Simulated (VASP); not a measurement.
# BAs (F-43m) in VASP: further runs

BAs is run at these levels: PBE; tasks: single point.

Program: VASP 6.6.1. These are calculated values, not measurements. Logs are shortened: lines on timing, memory, paths and dates and some standing lists are left out, and cuts for length are marked.

## Step 1: The cell of the first run

Symmetry: F-43m, No. 216, cubic system. Conventional cell: a = 4.809 Å, b = 4.809 Å, c = 4.809 Å, α = 90.00°, β = 90.00°, γ = 90.00°. B (site symmetry -43m) has 4 As at 2.08 Å within 2.8 Å. Within 2.8 Å of As (site symmetry -43m) lie 4 B at 2.08 Å.

## Step 2: Single point, PBE

Input file INCAR:

```
SYSTEM = BAs
PREC = Accurate ; ENCUT = 500
EDIFF = 1E-6 ; ISMEAR = 0
SIGMA = 0.02 ; LREAL = .FALSE.
LASPH = .TRUE. ; NELM = 120
ALGO = Normal ; ISIF = 2
LWAVE = .FALSE. ; LCHARG = .FALSE.
GGA = PE ; NBANDS = 11
GGA_COMPAT = .FALSE.
```

Input file KPOINTS:

```
Automatic mesh
0
G
  10 10 10
  0 0 0
```

Input file POSCAR:

```
BAs
1.0
    0.0000000000      2.4046893507      2.4046893507
    2.4046893507      0.0000000000      2.4046893507
    2.4046893507      2.4046893507      0.0000000000
B As
1 1
Direct
    0.2500000000      0.2500000000      0.2500000000
    0.5000000000      0.5000000000      0.5000000000
```

Potentials or basis: VASP PAW PBE potentials, release 64 (B, As).

On the command line:

```bash
$ cat potpaw_PBE.64/B/POTCAR potpaw_PBE.64/As/POTCAR > POTCAR
$ mpirun -np 1 vasp_std > vasp.out
```

OUTCAR:

```text
SYSTEM = BAs
   PREC = Accurate
   ENCUT = 500
   EDIFF = 1E-6
   ISMEAR = 0
   LREAL = .FALSE.
   LASPH = .TRUE.
   NELM = 120
   ISIF = 2
   GGA = PE

 ion  position               nearest neighbor table
   1  0.250  0.250  0.250-   2 2.08   2 2.08   2 2.08   2 2.08
   2  0.500  0.500  0.500-   1 2.08   1 2.08   1 2.08   1 2.08

  LATTYP: Found a face centered cubic cell.
 ALAT       =     4.8093787014

  Lattice vectors:

 A1 = (   0.0000000000,   2.4046893507,   2.4046893507)
 A2 = (   2.4046893507,   0.0000000000,   2.4046893507)
 A3 = (   2.4046893507,   2.4046893507,   0.0000000000)

Analysis of symmetry for initial positions (statically):
=====================================================================
 Subroutine PRICEL returns:
 Original cell was already a primitive cell.

 Routine SETGRP: Setting up the symmetry group for a
 face centered cubic supercell.

 Subroutine GETGRP returns: Found 24 space group operations
 (whereof 24 operations were pure point group operations)
 out of a pool of 48 trial point group operations.

The static configuration has the point symmetry T_d .

Analysis of symmetry for dynamics (positions and initial velocities):
=====================================================================
 Subroutine PRICEL returns:
 Original cell was already a primitive cell.

 Routine SETGRP: Setting up the symmetry group for a
 face centered cubic supercell.

 Subroutine GETGRP returns: Found 24 space group operations
 (whereof 24 operations were pure point group operations)
 out of a pool of 48 trial point group operations.

The dynamic configuration has the point symmetry T_d .

 Subroutine INISYM returns: Found 24 space group operations
 (whereof 24 operations are pure point group operations),
 and found     1 'primitive' translations

----------------------------------------------------------------------------------------

                                     Primitive cell

  volume of cell :      27.8104

  direct lattice vectors                    reciprocal lattice vectors
     0.000000000  2.404689351  2.404689351    -0.207927065  0.207927065  0.207927065
     2.404689351  0.000000000  2.404689351     0.207927065 -0.207927065  0.207927065
     2.404689351  2.404689351  0.000000000     0.207927065  0.207927065 -0.207927065

  length of vectors
     3.400744293  3.400744293  3.400744293     0.360140242  0.360140242  0.360140242

  position of ions in fractional coordinates (direct lattice)
     0.250000000  0.250000000  0.250000000
     0.500000000  0.500000000  0.500000000

  ion indices of the primitive-cell ions
[... 85 lines left out ...]
   PSTRESS=    0.0 pullay stress
   NELECT =       8.0000    total number of electrons
   NUPDOWN=      -1.0000    fix difference up-down
   EMIN   =  10.00;   EMAX   =-10.00  energy-range for DOS
   EFERMI =   0.00;   METHOD = LEGACY
   ISMEAR =     0;   SIGMA  =   0.02  broadening in eV -4-tet -1-fermi 0-gaus
   EFERMI_NEDOS =   21; number of points for ismear=-14 and -15
   IALGO  =     38    algorithm
   IMIX   =      4    mixing-type and parameters
     AMIX     =   0.40;   BMIX     =  1.00
     AMIX_MAG =   1.60;   BMIX_MAG =  1.00
  volume/ion in A,a.u.               =      13.91        93.84
  Fermi-wavevector in a.u.,A,eV,Ry     =   1.080693  2.042214 15.890221  1.167898
  Thomas-Fermi vector in A             =   2.216691
   LORBIT       =      0    0 simple, 1 ext, 2 COOP (PROOUT), +10 PAW based schemes
   GGA     = PE    functional components
   LHFCALC =     F    Hartree Fock is set to
   AEXX    =    0.0000 exact exchange contribution
   IVDW    =     0    specifies the selected vdW correction
   LEPSILON=     F    determine dielectric tensor
   LRPA    =     F    only Hartree local field effects (RPA)
 non-spin polarized calculation
 Gauss-broadening in eV      SIGMA  =   0.02
  energy-cutoff  :      500.00
  volume of cell :       27.81
 maximum number of plane-waves:       725
 NGX is ok and might be reduce to    28
   NGX = 13   NGY = 13   NGZ = 13

 number of electron       8.0000000 magnetization

 Free energy of the ion-electron system (eV)
  ---------------------------------------------------
  ext. energy  EPLUGINS =         0.00000000
  ---------------------------------------------------
  free energy    TOTEN  =       -11.41317173 eV

  energy without entropy =      -11.41317173  energy(sigma->0) =      -11.41317173

 E-fermi :   6.0333     XC(G=0): -10.4967

 val. band max:        5.9045571888   @ k =   0.0000   0.0000   0.0000
 cond. band min:       7.1007817300   @ k =   0.4000   0.4000   0.0000
 fundamental gap:      1.1962245412
 Fermi energy:         6.0333443704

 k-point     1 :       0.0000    0.0000    0.0000
  band No.  band energies     occupation
      1      -9.3133      2.00000
      2       5.9046      2.00000
      3       5.9046      2.00000
      4       5.9046      2.00000
      5       9.1559      0.00000
      6       9.1559      0.00000
      7       9.1559      0.00000
      8      10.3350      0.00000
      9      15.3900      0.00000
     10      18.7736      0.00000
     11      18.7736      0.00000
[... 309 lines left out ...]
 k-point    24 :       0.4000    0.3000    0.0000
  band No.  band energies     occupation
      1      -6.7245      2.00000
      2      -0.4991      2.00000
      3       2.0119      2.00000
      4       2.4915      2.00000
      5       7.6112      0.00000
      6       9.2927      0.00000
      7      14.5970      0.00000
      8      14.8406      0.00000
      9      17.7821      0.00000
     10      21.4644      0.00000
     11      21.6448      0.00000

 [... further k-points ...]

------------------------ aborting loop because EDIFF is reached ----------------------------------------

  FORCE on cell =-STRESS in cart. coord.  units (eV):
  Direction    XX          YY          ZZ          XY          YZ          ZX
  --------------------------------------------------------------------------------------
  -------------------------------------------------------------------------------------
  Total        0.1022557      0.1022557      0.1022557      0.0000000      0.0000000      0.0000000
  in kB        5.8910266      5.8910266      5.8910266      0.0000000      0.0000000      0.0000000
  external PRESSURE =       5.8910266 kB  Pullay stress =       0.0000000 kB

 VOLUME and BASIS-vectors are now :
 -----------------------------------------------------------------------------
  energy-cutoff  :      500.00
  volume of cell :       27.81
      direct lattice vectors                 reciprocal lattice vectors
     0.000000000  2.404689351  2.404689351    -0.207927065  0.207927065  0.207927065
     2.404689351  0.000000000  2.404689351     0.207927065 -0.207927065  0.207927065
     2.404689351  2.404689351  0.000000000     0.207927065  0.207927065 -0.207927065

 POSITION                                       TOTAL-FORCE (eV/Angst)
 -----------------------------------------------------------------------------------
      1.20234      1.20234      1.20234         0.000000      0.000000      0.000000
      2.40469      2.40469      2.40469        -0.000000     -0.000000     -0.000000
 -----------------------------------------------------------------------------------
    total drift:                               -0.000000     -0.000000     -0.000000

  FREE ENERGIE OF THE ION-ELECTRON SYSTEM (eV)
  ---------------------------------------------------
  free  energy   TOTEN  =       -11.4131717336 eV

  energy  without entropy=      -11.4131717336  energy(sigma->0) =      -11.41317173
```

stdout:

```text
POSCAR found type information on POSCAR B As
 POSCAR found :  2 types and       2 ions
 scaLAPACK will be used
 LDA part: xc-table for (Slater+PW92), standard interpolation
 POSCAR, INCAR and KPOINTS ok, starting setup
 FFT: planning ... GRIDC
 FFT: planning ... GRID_SOFT
 FFT: planning ... GRID
 WAVECAR not read
 entering main loop
```

It took 16 s on 1 thread of Intel Xeon Platinum 8259CL at 2.50GHz (Skylake/Cascade Lake), shared host; peak memory 0.16 GiB.

Results:

| Item | Value |
| --- | --- |
| Free energy | -11.4132 eV |
| Pressure | 0.6 GPa |
| Band gap on the k mesh | 1.20 eV (least direct gap 3.25 eV) |

Levels at points of the mesh, in eV from the valence-band top:
```
           k point  band 1  band 2  band 3  band 4  band 5  band 6  band 7  band 8  band 9
(0.00, 0.00, 0.00)  -15.22    0.00    0.00    0.00    3.25    3.25    3.25    4.43    9.49
(0.50, 0.00, 0.00)  -12.42   -8.64   -1.79   -1.79    2.57    4.76    4.76    8.82   12.57
(0.50, 0.50, 0.00)  -11.13   -8.42   -4.00   -4.00    1.45    1.46   11.17   11.17   12.68
```

A k mesh can miss the band edges.

## Step 3: Single point, PBE

Input file INCAR:

```
PREC = Accurate ; ENCUT = 500
EDIFF = 1E-6 ; ISMEAR = 0
SIGMA = 0.01 ; LREAL = False
LASPH = True ; NELM = 120
ALGO = Normal ; ISIF = 2
LWAVE = False ; LCHARG = False
GGA = PE ; NBANDS = 11
GGA_COMPAT = False
```

Input file KPOINTS:

```
regular mesh
0
Gamma
  12 12 12
```

POSCAR is that of step 2.

Potentials or basis: VASP PAW PBE potentials, release 64 (B, As).

On the command line:

```bash
$ cat potpaw_PBE.64/B/POTCAR potpaw_PBE.64/As/POTCAR > POTCAR
$ mpirun -np 1 vasp_std > vasp.out
```

OUTCAR:

```text
PREC = Accurate
   ENCUT = 500
   EDIFF = 1E-6
   ISMEAR = 0
   LREAL = False
   LASPH = True
   NELM = 120
   ISIF = 2
   GGA = PE

 ion  position               nearest neighbor table
   1  0.250  0.250  0.250-   2 2.08   2 2.08   2 2.08   2 2.08
   2  0.500  0.500  0.500-   1 2.08   1 2.08   1 2.08   1 2.08

  LATTYP: Found a face centered cubic cell.
 ALAT       =     4.8093787014

  Lattice vectors:

 A1 = (   0.0000000000,   2.4046893507,   2.4046893507)
 A2 = (   2.4046893507,   0.0000000000,   2.4046893507)
 A3 = (   2.4046893507,   2.4046893507,   0.0000000000)

Analysis of symmetry for initial positions (statically):
=====================================================================
 Subroutine PRICEL returns:
 Original cell was already a primitive cell.

 Routine SETGRP: Setting up the symmetry group for a
 face centered cubic supercell.

 Subroutine GETGRP returns: Found 24 space group operations
 (whereof 24 operations were pure point group operations)
 out of a pool of 48 trial point group operations.

The static configuration has the point symmetry T_d .

Analysis of symmetry for dynamics (positions and initial velocities):
=====================================================================
 Subroutine PRICEL returns:
 Original cell was already a primitive cell.

 Routine SETGRP: Setting up the symmetry group for a
 face centered cubic supercell.

 Subroutine GETGRP returns: Found 24 space group operations
 (whereof 24 operations were pure point group operations)
 out of a pool of 48 trial point group operations.

The dynamic configuration has the point symmetry T_d .

 Subroutine INISYM returns: Found 24 space group operations
 (whereof 24 operations are pure point group operations),
 and found     1 'primitive' translations

----------------------------------------------------------------------------------------
[... 118 lines left out ...]
   GGA     = PE    functional components
   LHFCALC =     F    Hartree Fock is set to
   AEXX    =    0.0000 exact exchange contribution
   IVDW    =     0    specifies the selected vdW correction
   LEPSILON=     F    determine dielectric tensor
   LRPA    =     F    only Hartree local field effects (RPA)
 non-spin polarized calculation
 Gauss-broadening in eV      SIGMA  =   0.01
  energy-cutoff  :      500.00
  volume of cell :       27.81
 maximum number of plane-waves:       725
 NGX is ok and might be reduce to    28
   NGX = 13   NGY = 13   NGZ = 13

 number of electron       8.0000000 magnetization

 Free energy of the ion-electron system (eV)
  ---------------------------------------------------
  ext. energy  EPLUGINS =         0.00000000
  ---------------------------------------------------
  free energy    TOTEN  =       -11.41350174 eV

  energy without entropy =      -11.41350174  energy(sigma->0) =      -11.41350174

 E-fermi :   6.0370     XC(G=0): -10.4967

 val. band max:        5.9043853916   @ k =   0.0000   0.0000   0.0000
 cond. band min:       7.1088233873   @ k =   0.4167   0.4167   0.0000
 fundamental gap:      1.2044379958
 Fermi energy:         6.0369907268

 k-point     1 :       0.0000    0.0000    0.0000
  band No.  band energies     occupation
      1      -9.3135      2.00000
      2       5.9044      2.00000
      3       5.9044      2.00000
      4       5.9044      2.00000
      5       9.1558      0.00000
      6       9.1558      0.00000
      7       9.1558      0.00000
      8      10.3349      0.00000
      9      15.3899      0.00000
     10      18.7735      0.00000
     11      18.7735      0.00000
[... 309 lines left out ...]
 k-point    24 :      -0.4167    0.1667    0.0000
  band No.  band energies     occupation
      1      -6.2234      2.00000
      2      -2.3604      2.00000
      3       2.0147      2.00000
      4       3.6093      2.00000
      5       9.0982      0.00000
      6      11.3601      0.00000
      7      11.8927      0.00000
      8      15.0102      0.00000
      9      17.3503      0.00000
     10      18.6994      0.00000
     11      20.2460      0.00000

 [... further k-points ...]

------------------------ aborting loop because EDIFF is reached ----------------------------------------

  FORCE on cell =-STRESS in cart. coord.  units (eV):
  Direction    XX          YY          ZZ          XY          YZ          ZX
  --------------------------------------------------------------------------------------
  -------------------------------------------------------------------------------------
  Total        0.1024264      0.1024264      0.1024264      0.0000000     -0.0000000      0.0000000
  in kB        5.9008639      5.9008639      5.9008639      0.0000000     -0.0000000      0.0000000
  external PRESSURE =       5.9008639 kB  Pullay stress =       0.0000000 kB

 VOLUME and BASIS-vectors are now :
 -----------------------------------------------------------------------------
  energy-cutoff  :      500.00
  volume of cell :       27.81
      direct lattice vectors                 reciprocal lattice vectors
     0.000000000  2.404689351  2.404689351    -0.207927065  0.207927065  0.207927065
     2.404689351  0.000000000  2.404689351     0.207927065 -0.207927065  0.207927065
     2.404689351  2.404689351  0.000000000     0.207927065  0.207927065 -0.207927065

 POSITION                                       TOTAL-FORCE (eV/Angst)
 -----------------------------------------------------------------------------------
      1.20234      1.20234      1.20234         0.000000      0.000000      0.000000
      2.40469      2.40469      2.40469        -0.000000     -0.000000     -0.000000
 -----------------------------------------------------------------------------------
    total drift:                               -0.000000     -0.000000     -0.000000

  FREE ENERGIE OF THE ION-ELECTRON SYSTEM (eV)
  ---------------------------------------------------
  free  energy   TOTEN  =       -11.4135017417 eV

  energy  without entropy=      -11.4135017417  energy(sigma->0) =      -11.41350174
```

Run time: 24 s. Hardware: 1 thread of Intel Xeon Platinum 8259CL at 2.50GHz (Skylake/Cascade Lake), shared host; peak memory 0.16 GiB.

Results:

* Free energy: -11.4135 eV
* Pressure: 0.6 GPa
* Band gap on the k mesh: 1.20 eV (least direct gap 3.25 eV)

Levels at points of the mesh, in eV from the valence-band top:
```
           k point  band 2  band 3  band 4  band 5  band 6  band 7
(0.00, 0.00, 0.00)    0.00    0.00    0.00    3.25    3.25    3.25
(0.50, 0.00, 0.00)   -8.64   -1.79   -1.79    2.57    4.76    4.76
(0.50, 0.50, 0.00)   -8.42   -4.00   -4.00    1.45    1.46   11.17
```

A k mesh can miss the band edges.
